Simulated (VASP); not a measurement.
Runs of VASP 6.6.1 on Mg. The structure is that of space group P6/mmm (No. 191), or close to it. The cells are those of the table. This isn't the form of Mg at room conditions, which is hcp.

```tsv
cell	gap on the mesh (eV)	pressure (GPa)
a = 3.050, b = 3.050, c = 3.167 Å, angles 90.0, 90.0, 120.0°, 1 atom	none	0.4
a = 3.294, b = 3.294, c = 2.801 Å, angles 90.0, 90.0, 120.0°, 1 atom	none	-0.2
a = 3.172, b = 3.172, c = 3.167 Å, angles 90.0, 90.0, 120.0°, 1 atom	none	(a)
a = 3.294, b = 3.294, c = 3.167 Å, angles 90.0, 90.0, 120.0°, 1 atom	none	(b)
a = 3.172, b = 3.172, c = 2.801 Å, angles 90.0, 90.0, 120.0°, 1 atom	none	1.4
a = 3.050, b = 3.050, c = 3.288 Å, angles 90.0, 90.0, 120.0°, 1 atom	none	-0.2
a = 2.928, b = 2.928, c = 3.288 Å, angles 90.0, 90.0, 120.0°, 1 atom	none	3.2
a = 2.806, b = 2.806, c = 2.923 Å, angles 90.0, 90.0, 120.0°, 1 atom	none	12.0
a = 2.806, b = 2.806, c = 3.167 Å, angles 90.0, 90.0, 120.0°, 1 atom	none	9.2
a = 2.806, b = 2.806, c = 2.801 Å, angles 90.0, 90.0, 120.0°, 1 atom	none	14.2
a = 3.294, b = 3.294, c = 3.288 Å, angles 90.0, 90.0, 120.0°, 1 atom	none	-3.6
a = 3.050, b = 3.050, c = 2.923 Å, angles 90.0, 90.0, 120.0°, 1 atom	none	2.4
```

Alike in all rows: task single point; level PBE; potentials or basis VASP PAW PBE potentials, release 64 (Mg); no spin polarisation; k mesh 18 × 18 × 16; cutoff (eV) 520; smearing gaussian 0.15 eV.

**Question.** Estimate the missing entries.

**Answer.** (a) -1.8; (b) -3.2.

Caveats: the cell stands under pressure (at least some runs); the cell stands under tension (at least some runs).

A gap of «none» marks levels without a gap at the run's occupations.
